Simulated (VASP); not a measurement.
SiO2, 12 atoms in the cell. It takes space group I4/mmm (No. 139, tetragonal). Conventional cell: a = 8.985 Å, b = 8.985 Å, c = 5.264 Å, α = 90.00°, β = 90.00°, γ = 90.00°. Within 2.1 Å of Si (site symmetry m2m) lie 4 O at 1.61 to 1.62 Å. Within 2.2 Å of O (site symmetry m2m) lie 2 Si at 1.62 Å. O (site symmetry 2/m) has 2 Si at 1.61 Å within 2.1 Å. 

* Program: VASP 6.6.1
* Task: single point
* Functional: PBE
* Dispersion: D3(BJ)
* Potentials or basis: VASP PAW PBE potentials, release 64 (Si, O)
* Cutoff: 520 eV
* k mesh: 6 × 6 × 6
* Occupations: fermi-dirac, width 0.05 eV
* Spin: no spin polarisation
* Dipole correction: no
* Further INCAR settings: ALGO = Normal; EDIFF = 1e-06; NBANDS = 44

Potentials or basis: VASP PAW PBE potentials, release 64 (Si, O).

The run is started by

```sh
$ cat potpaw_PBE.64/Si/POTCAR potpaw_PBE.64/O/POTCAR > POTCAR
$ mpirun -np 1 vasp_std > vasp.out
```

Hardware: 1 thread of Oxide Virtual Turin-like Processor (shared host).

Q: How long does it take, and how much memory?

A: Wall time 10 min on 1 thread of Oxide Virtual Turin-like Processor, with other jobs on the host, peak memory 0.45 GiB. Counts: scf iterations 15, k points 30.
